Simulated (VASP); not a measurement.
Write the native input for VASP 6.6.1 that does the following.

```yaml
Task: relaxation of the atoms
Functional: PBE
Potentials_or_basis: VASP PAW PBE potentials, release 64 (W_sv, C)
Cutoff: 520 eV
k_mesh: 9 × 9 × 1
Occupations: gaussian, width 0.1 eV
Spin: no spin polarisation
Dipole_correction: yes
Atoms_held_fixed_from_0: "[0, 1, 2, 3]"
Further_INCAR_settings: ALGO = Normal; EDIFF = 1e-06; IBRION = 2; EDIFFG = -0.025; NSW = 36
```

The structure of W3C lies in POSCAR:

```
W3C
1.0
    2.8547213223      0.0000000000      0.0000000000
    0.0000000000      2.8547213223      0.0000000000
    0.0000000000      0.0000000000     19.4446427381
W C
3 1
Selective dynamics
Direct
    0.5000000000      0.5000000000      0.2057121879  F F F
    0.0000000000      0.0000000000      0.3071172995  F F F
    0.5000000000      0.5000000000      0.4085774599  F F F
    0.5000000000      0.5000000000      0.5309762117  F F T
```

The input as run:

INCAR

```
SYSTEM = W3C
  ALGO = Normal
  DIPOL = 0.5 0.5 0.363
  EDIFF = 1E-6
  EDIFFG = -0.025
  ENCUT = 520
  GGA = PE
  IBRION = 2
  IDIPOL = 3
  ISIF = 2
  ISMEAR = 0
  LASPH = .TRUE.
  LCHARG = .FALSE.
  LDIPOL = .TRUE.
  LREAL = .FALSE.
  LWAVE = .FALSE.
  NELM = 60
  NSW = 36
  PREC = Accurate
  SIGMA = 0.1
```

KPOINTS

```
k-points
0
G
  9 9 1
  0 0 0
```

Potentials or basis: VASP PAW PBE potentials, release 64 (W_sv, C).

Run with:

```console
$ cat potpaw_PBE.64/W_sv/POTCAR potpaw_PBE.64/C/POTCAR > POTCAR
$ mpirun -np 1 vasp_std > vasp.out
```

Results of the run:

| Quantity | Value |
| --- | --- |
| Energy gained by relaxing | 328.9 meV/atom |
| Ionic steps | 5 |
| Band gap on the k mesh | zero (band 23 reaches -0.20 eV, above the bottom of band 24 at -0.48 eV) |

Caveat: spin-orbit coupling is left out, which moves the levels of the heavy elements.

It took 7.2 min on 1 thread of AMD EPYC 7R13 Processor (Zen 3) (shared host), peak memory 0.28 GiB.
